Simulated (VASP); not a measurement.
# RbCl (Fm-3m) in VASP: further runs, part 2 of 2

VASP 6.6.1. Earlier steps stand in the parts before.

### 5 Relaxation of cell and atoms, r2SCAN

This run uses another cell than the first one, of 35.09 Å³/atom.

Contents of POSCAR:

```
RbCl
1.0
    0.0000000000      3.2740000000      3.2740000000
    3.2740000000      0.0000000000      3.2740000000
    3.2740000000      3.2740000000      0.0000000000
Rb Cl
1 1
Direct
    0.0000000000      0.0000000000      0.0000000000
    0.5000000000      0.5000000000      0.5000000000
```

Contents of INCAR.step1:

```
SYSTEM = RbCl
PREC = Accurate
ENCUT = 550
ISMEAR = 0
SIGMA = 0.01
LREAL = .FALSE.
LASPH = .TRUE.
NELM = 120
GGA = PE
ALGO = Normal
EDIFF = 1E-5
LWAVE = .TRUE.
LCHARG = .FALSE.
GGA_COMPAT = .FALSE.
IBRION = 2
ISIF = 3
EDIFFG = -0.005
NELMIN = 4
NSW = 100
```

Contents of INCAR.step2:

```
SYSTEM = RbCl
PREC = Accurate
ENCUT = 550
EDIFF = 1E-7
ISMEAR = 0
SIGMA = 0.01
LREAL = .FALSE.
LASPH = .TRUE.
NELM = 120
ALGO = Normal
ISIF = 3
LWAVE = .FALSE.
LCHARG = .FALSE.
METAGGA = R2SCAN
LMIXTAU = .TRUE.
IBRION = 2
NSW = 80
EDIFFG = -0.02
ISTART = 1
GGA_COMPAT = .FALSE.
NELMIN = 4
```

Contents of KPOINTS:

```
Automatic mesh
0
G
  6 6 6
  0 0 0
```

Potentials or basis: VASP PAW PBE potentials, release 64 (Rb_sv, Cl).

Run with:

```
$ cat potpaw_PBE.64/Rb_sv/POTCAR potpaw_PBE.64/Cl/POTCAR > POTCAR
$ cp INCAR.step1 INCAR
$ mpirun -np 1 vasp_std > vasp.out
$ cp INCAR.step2 INCAR
$ mpirun -np 1 vasp_std > vasp.out
```

OUTCAR:

```text
SYSTEM = RbCl
   PREC = Accurate
   ENCUT = 550
   EDIFF = 1E-7
   ISMEAR = 0
   LREAL = .FALSE.
   LASPH = .TRUE.
   NELM = 120
   ISIF = 3
   METAGGA = R2SCAN
   IBRION = 2
   NSW = 80
   EDIFFG = -0.02
   ISTART = 1
   NELMIN = 4

 ion  position               nearest neighbor table
   1  0.000  0.000  0.000-   2 3.27   2 3.27   2 3.27   2 3.27   2 3.27   2 3.27
   2  0.500  0.500  0.500-   1 3.27   1 3.27   1 3.27   1 3.27   1 3.27   1 3.27

  LATTYP: Found a face centered cubic cell.
 ALAT       =     6.5480000000

  Lattice vectors:

 A1 = (   0.0000000000,   3.2740000000,   3.2740000000)
 A2 = (   3.2740000000,   0.0000000000,   3.2740000000)
 A3 = (   3.2740000000,   3.2740000000,   0.0000000000)
[... 174 lines left out ...]
  -------------------------------------------------------------------------------------
  Total        0.2461742      0.2461742      0.2461742      0.0000000      0.0000000      0.0000000
  in kB        5.6193629      5.6193629      5.6193629      0.0000000      0.0000000      0.0000000
  external PRESSURE =       5.6193629 kB  Pullay stress =       0.0000000 kB
[... 59 lines left out ...]
--------------------------------------- Ionic step        3  -------------------------------------------

 number of electron      16.0000002 magnetization

 Free energy of the ion-electron system (eV)
  ---------------------------------------------------
  ext. energy  EPLUGINS =         0.00000000
  ---------------------------------------------------
  free energy    TOTEN  =       -24.38534901 eV

  energy without entropy =      -24.38534901  energy(sigma->0) =      -24.38534901

 E-fermi :  -2.2575     XC(G=0):  -7.7082

 val. band max:       -2.3557390906   @ k =   0.0000   0.0000   0.0000
 cond. band min:       3.1934595910   @ k =   0.0000   0.0000   0.0000
 fundamental gap:      5.5491986816
 Fermi energy:        -2.2575371317

 k-point     1 :       0.0000    0.0000    0.0000
  band No.  band energies     occupation
      1     -27.0326      2.00000
      2     -14.8877      2.00000
      3     -10.5355      2.00000
      4     -10.5355      2.00000
      5     -10.5355      2.00000
      6      -2.3557      2.00000
      7      -2.3557      2.00000
      8      -2.3557      2.00000
      9       3.1935      0.00000
     10       6.2490      0.00000
     11       6.2490      0.00000
     12       6.2490      0.00000
[... 252 lines left out ...]
  FREE ENERGIE OF THE ION-ELECTRON SYSTEM (eV)
  ---------------------------------------------------
  free  energy   TOTEN  =       -24.3853490106 eV

  energy  without entropy=      -24.3853490106  energy(sigma->0) =      -24.38534901

 reached required accuracy - stopping structural energy minimisation
```

OUTCAR.step1:

```text
SYSTEM = RbCl
   PREC = Accurate
   ENCUT = 550
   ISMEAR = 0
   LREAL = .FALSE.
   LASPH = .TRUE.
   NELM = 120
   GGA = PE
   EDIFF = 1E-5
   IBRION = 2
   ISIF = 3
   EDIFFG = -0.005
   NELMIN = 4
   NSW = 100
[... 343 lines left out ...]
      1     -26.1141      2.00000
      2     -14.0178      2.00000
      3     -10.1637      2.00000
      4     -10.1637      2.00000
      5     -10.1637      2.00000
      6      -2.0652      2.00000
      7      -2.0652      2.00000
      8      -2.0652      2.00000
      9       2.7707      0.00000
     10       5.8885      0.00000
     11       5.8885      0.00000
     12       5.8885      0.00000
[... 252 lines left out ...]
  FREE ENERGIE OF THE ION-ELECTRON SYSTEM (eV)
  ---------------------------------------------------
  free  energy   TOTEN  =        -6.6753378608 eV

  energy  without entropy=       -6.6753378608  energy(sigma->0) =       -6.67533786

 reached required accuracy - stopping structural energy minimisation
```

Wall time 5.4 min (1 thread of Intel Xeon 8259CL, shared host); peak memory 0.24 GiB.

Results:

```
Free energy                           : -24.3853 eV
Relaxed volume                        : 36.21 Å³/atom
Relaxed cell                          : a = 4.679 Å, b = 4.679 Å, c = 4.679 Å, α = 60.00°, β = 60.00°, γ = 60.00°
Space group after relaxing (to 0.1 Å) : Fm-3m (No. 225)
Energy gained by relaxing             : 1.9 meV/atom
Ionic steps                           : 3
Pressure after relaxing               : 0.0 GPa
Band gap on the k mesh                : 5.55 eV
```

The path:
| step | energy change (eV) | largest force (eV/Å) | pressure (GPa) | volume (Å³) |
| --- | --- | --- | --- | --- |
| 1 | 0.0000 | 0.0000 | 0.56 | 70.19 |
| 2 | -0.0031 | 0.0000 | 0.23 | 71.45 |
| 3 | -0.0037 | 0.0000 | -0.01 | 72.42 |

Final structure:
```xyz
2
Lattice="0.0000 3.3084 3.3084 3.3084 0.0000 3.3084 3.3084 3.3084 0.0000" Properties=species:S:1:pos:R:3 pbc="T T T"
Rb    0.0000    0.0000    0.0000
Cl    3.3084    3.3084    3.3084
```

Caveat: the PAW data sets were made with another functional, which shifts forces and pressure a little. r2SCAN opens gaps a little over a GGA but as a rule still falls short of measured ones.

### 6 The runs side by side

| task | level | cell | cutoff (eV) | gap on the mesh (eV) | pressure (GPa) | relaxed volume (Å³/atom) |
| --- | --- | --- | --- | --- | --- | --- |
| single point | r2SCAN | a = 4.676 Å, angles 60.0°, 2 atoms | 550 | 5.55 | 0.0 | - |
| relaxation of cell and atoms | revPBE+D3(BJ) | relaxed from a = 4.630 Å, angles 60.0°, 2 atoms | 500 | 5.18 | 0.0 | 37.10 |
| relaxation of cell and atoms | RPBE | relaxed from a = 4.630 Å, angles 60.0°, 2 atoms | 500 | 4.87 | 0.0 | 41.15 |
| relaxation of cell and atoms | r2SCAN | relaxed from a = 4.630 Å, angles 60.0°, 2 atoms | 550 | 5.55 | 0.0 | 36.21 |

Alike in all rows: potentials or basis VASP PAW PBE potentials, release 64 (Rb_sv, Cl); no spin polarisation; k mesh 6 × 6 × 6; smearing gaussian 0.01 eV.

Caveats: the PAW data sets were made with another functional, which shifts forces and pressure a little; the volume moved by over 15 % at a fixed basis, so the end points are rough (at least some runs).

Total energies depend on the potentials used, so only differences within one code and one set of settings carry meaning.
